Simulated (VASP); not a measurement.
# Ca (Im-3m) in VASP: a series of runs

The runs below take Ca through single point, with PBE, LDA.

All numbers are computed with VASP 6.6.1; they aren't measurements. Logs are shortened: lines on timing, memory, paths and dates and some standing lists are left out, and cuts for length are marked.

## (1) The cell of the first run

It takes space group Im-3m (No. 229, cubic). Conventional cell: a = 4.480 Å, b = 4.480 Å, c = 4.480 Å, α = 90.00°, β = 90.00°, γ = 90.00°. Ca (site symmetry m-3m) has 14 Ca at 3.88 to 4.48 Å within 5.1 Å.

## (2) Single point, PBE

File INCAR:

```
ALGO = Fast ; EDIFF = 1E-6
ENCUT = 520 ; GGA = PE
ISIF = 2 ; ISMEAR = 0
LASPH = T ; LCHARG = F
LREAL = F ; LWAVE = F
NBANDS = 11 ; NELM = 80
PREC = Accurate ; SIGMA = 0.005
```

File KPOINTS:

```
k-points
0
Gamma
  7 7 7
```

File POSCAR:

```
Ca
1.0
   -2.2400000000      2.2400000000      2.2400000000
    2.2400000000     -2.2400000000      2.2400000000
    2.2400000000      2.2400000000     -2.2400000000
Ca
1
Direct
    0.0000000000      0.0000000000      0.0000000000
```

Potentials or basis: VASP PAW PBE potentials, release 64 (Ca_sv).

Launch:

```console
$ cat potpaw_PBE.64/Ca_sv/POTCAR > POTCAR
$ mpirun -np 1 vasp_std > vasp.out
```

OUTCAR:

```text
EDIFF = 1E-6
   ENCUT = 520
   GGA = PE
   ISIF = 2
   ISMEAR = 0
   LASPH = T
   LREAL = F
   NELM = 80
   PREC = Accurate

 ion  position               nearest neighbor table
   1  0.000  0.000  0.000-

  LATTYP: Found a body centered cubic cell.
 ALAT       =     4.4800000000

  Lattice vectors:

 A1 = (  -2.2400000000,   2.2400000000,   2.2400000000)
 A2 = (   2.2400000000,  -2.2400000000,   2.2400000000)
 A3 = (   2.2400000000,   2.2400000000,  -2.2400000000)

Analysis of symmetry for initial positions (statically):
=====================================================================
 Subroutine PRICEL returns:
 Original cell was already a primitive cell.

 Routine SETGRP: Setting up the symmetry group for a
 body centered cubic supercell.

 Subroutine GETGRP returns: Found 48 space group operations
 (whereof 48 operations were pure point group operations)
 out of a pool of 48 trial point group operations.

The static configuration has the point symmetry O_h .

Analysis of symmetry for dynamics (positions and initial velocities):
=====================================================================
 Subroutine PRICEL returns:
 Original cell was already a primitive cell.

 Routine SETGRP: Setting up the symmetry group for a
 body centered cubic supercell.

 Subroutine GETGRP returns: Found 48 space group operations
 (whereof 48 operations were pure point group operations)
 out of a pool of 48 trial point group operations.

The dynamic configuration has the point symmetry O_h .

 Subroutine INISYM returns: Found 48 space group operations
 (whereof 48 operations are pure point group operations),
 and found     1 'primitive' translations

----------------------------------------------------------------------------------------

                                     Primitive cell

  volume of cell :      44.9577

  direct lattice vectors                    reciprocal lattice vectors
    -2.240000000  2.240000000  2.240000000     0.000000000  0.223214286  0.223214286
     2.240000000 -2.240000000  2.240000000     0.223214286  0.000000000  0.223214286
     2.240000000  2.240000000 -2.240000000     0.223214286  0.223214286  0.000000000

  length of vectors
     3.879793809  3.879793809  3.879793809     0.315672670  0.315672670  0.315672670

  position of ions in fractional coordinates (direct lattice)
     0.000000000  0.000000000  0.000000000

  ion indices of the primitive-cell ions
   primitive index   ion index
                 1           1

----------------------------------------------------------------------------------------

 KPOINTS: k-points

Automatic generation of k-mesh.
 Grid dimensions read from file:
 generate k-points for:    7    7    7

 Generating k-lattice:

  Cartesian coordinates                     Fractional coordinates (reciprocal lattice)
     0.000000000  0.031887755  0.031887755     0.142857143  0.000000000  0.000000000
     0.031887755  0.000000000  0.031887755     0.000000000  0.142857143  0.000000000
     0.031887755  0.031887755  0.000000000     0.000000000  0.000000000  0.142857143

  Length of vectors
     0.045096096  0.045096096  0.045096096

  Shift w.r.t. Gamma in fractional coordinates (k-lattice)
     0.000000000  0.000000000  0.000000000

 Subroutine IBZKPT returns following result:
 ===========================================

 Found     20 irreducible k-points:

 Following reciprocal coordinates:
            Coordinates               Weight
  0.000000  0.000000  0.000000      1.000000
  0.142857  0.000000  0.000000     12.000000
  0.285714  0.000000  0.000000     12.000000
  0.428571  0.000000  0.000000     12.000000
  0.142857  0.142857  0.000000     24.000000
  0.285714  0.142857  0.000000     48.000000
[... 12 lines left out ...]
 -0.428571 -0.428571  0.285714      8.000000
 -0.428571  0.428571  0.428571      6.000000
   k-points           NKPTS =     20   k-points in BZ     NKDIM =     20   number of bands    NBANDS=     11
   number of dos      NEDOS =    301   number of ions     NIONS =      1
   total plane-waves  NPLWV =  27000
   dimension x,y,z NGX =    30 NGY =   30 NGZ =   30
   dimension x,y,z NGXF=    60 NGYF=   60 NGZF=   60
   ions per type =               1
   NGX,Y,Z   is equivalent  to a cutoff of  12.85, 12.85, 12.85 a.u.
   NGXF,Y,Z  is equivalent  to a cutoff of  25.71, 25.71, 25.71 a.u.
 SYSTEM =  unknown system
   PREC   = accura    normal or accurate (medium, high low for compatibility)
   ISTART =      0    job   : 0-new  1-cont  2-samecut
   ICHARG =      2    charge: 1-file 2-atom 10-const
   ISPIN  =      1    spin polarized calculation?
   LNONCOLLINEAR =      F non collinear calculations
   LSORBIT =      F    spin-orbit coupling
   LASPH  =      T    aspherical Exc in radial PAW
   ENCUT  =  520.0 eV  38.22 Ry    6.18 a.u.   7.21  7.21  7.21*2*pi/ulx,y,z
   NELM   =     80;   NELMIN=  2; NELMDL= -5     # of ELM steps
   EDIFF  = 0.1E-05   stopping-criterion for ELM
   LREAL  =      F    real-space projection
   EDIFFG = 0.1E-04   stopping-criterion for IOM
   NSW    =      0    number of steps for IOM
   IBRION =     -1    ionic relax: 0-MD 1-quasi-New 2-CG
   NFREE  =      0    steps in history (QN), initial steepest desc. (CG)
   ISIF   =      2    stress and relaxation
   ISYM   =      2    0-nonsym 1-usesym 2-fastsym
   POTIM  = 0.5000    time-step for ionic-motion
   TEBEG  =    0.0;   TEEND  =   0.0 temperature during run
   PSTRESS=    0.0 pullay stress
   NELECT =      10.0000    total number of electrons
   NUPDOWN=      -1.0000    fix difference up-down
   EMIN   =  10.00;   EMAX   =-10.00  energy-range for DOS
   EFERMI =   0.00;   METHOD = LEGACY
   ISMEAR =     0;   SIGMA  =   0.01  broadening in eV -4-tet -1-fermi 0-gaus
   EFERMI_NEDOS =   21; number of points for ismear=-14 and -15
   IALGO  =     68    algorithm
   IMIX   =      4    mixing-type and parameters
     AMIX     =   0.40;   BMIX     =  1.00
     AMIX_MAG =   1.60;   BMIX_MAG =  1.00
  volume/ion in A,a.u.               =      44.96       303.39
  Fermi-wavevector in a.u.,A,eV,Ry     =   0.991913  1.874443 13.386649  0.983891
  Thomas-Fermi vector in A             =   2.123688
   LORBIT       =      0    0 simple, 1 ext, 2 COOP (PROOUT), +10 PAW based schemes
   GGA     = PE    functional components
   LHFCALC =     F    Hartree Fock is set to
   AEXX    =    0.0000 exact exchange contribution
   IVDW    =     0    specifies the selected vdW correction
   LEPSILON=     F    determine dielectric tensor
   LRPA    =     F    only Hartree local field effects (RPA)
 non-spin polarized calculation
 RMM-DIIS sequential band-by-band and
 Gauss-broadening in eV      SIGMA  =   0.01
  energy-cutoff  :      520.00
  volume of cell :       44.96
 maximum number of plane-waves:      1224
 NGX is ok and might be reduce to    30
   NGX = 15   NGY = 15   NGZ = 15

 number of electron      10.0000001 magnetization

 Free energy of the ion-electron system (eV)
  ---------------------------------------------------
  ext. energy  EPLUGINS =         0.00000000
  ---------------------------------------------------
  free energy    TOTEN  =        -1.90391370 eV

  energy without entropy =       -1.90383785  energy(sigma->0) =       -1.90387577

 E-fermi :   1.7180     XC(G=0):  -7.5456

 val. band max:        1.7130969483   @ k =   0.4286   0.1429   0.0000
 cond. band min:       1.7610918459   @ k =  -0.4286   0.4286   0.4286
 fundamental gap:      0.0479948975
 Fermi energy:         1.7179865709

 k-point     1 :       0.0000    0.0000    0.0000
  band No.  band energies     occupation
      1     -40.4725      2.00000
      2     -21.3927      2.00000
      3     -21.3927      2.00000
      4     -21.3927      2.00000
      5      -2.1944      2.00000
      6       3.9511      0.00000
      7       3.9511      0.00000
      8       3.9511      0.00000
      9       4.9413      0.00000
     10       4.9413      0.00000
     11      11.6482      0.00000

 k-point     2 :       0.1429    0.0000    0.0000
  band No.  band energies     occupation
      1     -40.4704      2.00000
      2     -21.4138      2.00000
      3     -21.3999      2.00000
      4     -21.3927      2.00000
      5      -1.8476      2.00000
      6       3.7553      0.00000
      7       3.7762      0.00000
      8       4.2055      0.00000
      9       4.7708      0.00000
     10       4.9518      0.00000
     11      10.8684      0.00000

 k-point     3 :       0.2857    0.0000    0.0000
  band No.  band energies     occupation
      1     -40.4658      2.00000
      2     -21.4608      2.00000
      3     -21.4159      2.00000
      4     -21.3925      2.00000
      5      -0.8754      2.00000
      6       3.0389      0.00000
      7       3.3689      0.00000
      8       4.7968      0.00000
      9       4.9022      0.00000
     10       5.0290      0.00000
     11       8.5577      0.00000

 k-point     4 :       0.4286    0.0000    0.0000
  band No.  band energies     occupation
      1     -40.4621      2.00000
      2     -21.4979      2.00000
      3     -21.4287      2.00000
      4     -21.3924      2.00000
      5       0.4564      2.00000
      6       2.0439      0.00000
      7       3.0987      0.00000
      8       4.8486      0.00000
      9       5.1605      0.00000
     10       5.7179      0.00000
     11       6.9485      0.00000

 k-point     5 :       0.1429    0.1429    0.0000
  band No.  band energies     occupation
      1     -40.4671      2.00000
      2     -21.4460      2.00000
      3     -21.4082      2.00000
      4     -21.3976      2.00000
      5      -1.1853      2.00000
      6       3.3312      0.00000
      7       3.4485      0.00000
      8       4.6460      0.00000
      9       4.6902      0.00000
     10       5.0754      0.00000
     11       9.6048      0.00000
[... 155 lines left out ...]
 k-point    17 :      -0.2857    0.2857    0.2857
  band No.  band energies     occupation
      1     -40.4600      2.00000
      2     -21.4579      2.00000
      3     -21.4410      2.00000
      4     -21.4410      2.00000
      5       0.2717      2.00000
      6       2.8480      0.00000
      7       3.9009      0.00000
      8       3.9009      0.00000
      9       4.9333      0.00000
     10       4.9418      0.00000
     11       8.9349      0.00000

 k-point    18 :      -0.4286    0.4286    0.2857
  band No.  band energies     occupation
      1     -40.4568      2.00000
      2     -21.4809      2.00000
      3     -21.4548      2.00000
      4     -21.4427      2.00000
      5       1.3373      2.00000
      6       2.1871      0.00000
      7       3.9144      0.00000
      8       3.9643      0.00000
      9       5.1179      0.00000
     10       5.5676      0.00000
     11       6.9987      0.00000

 k-point    19 :      -0.4286   -0.4286    0.2857
  band No.  band energies     occupation
      1     -40.4553      2.00000
      2     -21.4746      2.00000
      3     -21.4746      2.00000
      4     -21.4466      2.00000
      5       1.9040      0.00000
      6       1.9040      0.00000
      7       3.5467      0.00000
      8       4.9197      0.00000
      9       4.9197      0.00000
     10       6.3673      0.00000
     11       6.4176      0.00000

 k-point    20 :      -0.4286    0.4286    0.4286
  band No.  band energies     occupation
      1     -40.4539      2.00000
      2     -21.4726      2.00000
      3     -21.4692      2.00000
      4     -21.4692      2.00000
      5       1.7611      0.00000
      6       1.9853      0.00000
      7       4.7771      0.00000
      8       4.7771      0.00000
      9       4.9935      0.00000
     10       5.5756      0.00000
     11       6.5281      0.00000

------------------------ aborting loop because EDIFF is reached ----------------------------------------

  FORCE on cell =-STRESS in cart. coord.  units (eV):
  Direction    XX          YY          ZZ          XY          YZ          ZX
  --------------------------------------------------------------------------------------
  -------------------------------------------------------------------------------------
  Total       -0.2331349     -0.2331349     -0.2331349     -0.0000000      0.0000000      0.0000000
  in kB       -8.3083309     -8.3083309     -8.3083309     -0.0000000      0.0000000      0.0000000
  external PRESSURE =      -8.3083309 kB  Pullay stress =       0.0000000 kB

 VOLUME and BASIS-vectors are now :
 -----------------------------------------------------------------------------
  energy-cutoff  :      520.00
  volume of cell :       44.96
      direct lattice vectors                 reciprocal lattice vectors
    -2.240000000  2.240000000  2.240000000     0.000000000  0.223214286  0.223214286
     2.240000000 -2.240000000  2.240000000     0.223214286  0.000000000  0.223214286
     2.240000000  2.240000000 -2.240000000     0.223214286  0.223214286  0.000000000

 POSITION                                       TOTAL-FORCE (eV/Angst)
 -----------------------------------------------------------------------------------
      0.00000      0.00000      0.00000        -0.000000      0.000000     -0.000000
 -----------------------------------------------------------------------------------
    total drift:                               -0.000000     -0.000000      0.000000

  FREE ENERGIE OF THE ION-ELECTRON SYSTEM (eV)
  ---------------------------------------------------
  free  energy   TOTEN  =        -1.9039137014 eV

  energy  without entropy=       -1.9038378470  energy(sigma->0) =       -1.90387577
```

It took 9.9 s on 1 thread of Intel Xeon Platinum 8488C (Sapphire Rapids), shared host; peak memory 0.16 GiB.

What came out:

* Free energy: -1.9039 eV
* Pressure: -0.8 GPa
* Band gap on the k mesh: zero (band 5 reaches 1.98 eV, above the bottom of band 6 at 1.71 eV)

Levels at points of the mesh, in eV from the Fermi level:
```tsv
k point	band 3	band 4	band 5	band 6	band 7	band 8
(0.00, 0.00, 0.00)	-23.11	-23.11	-3.91	2.23	2.23	2.23
```

[end of part 1 of 2]
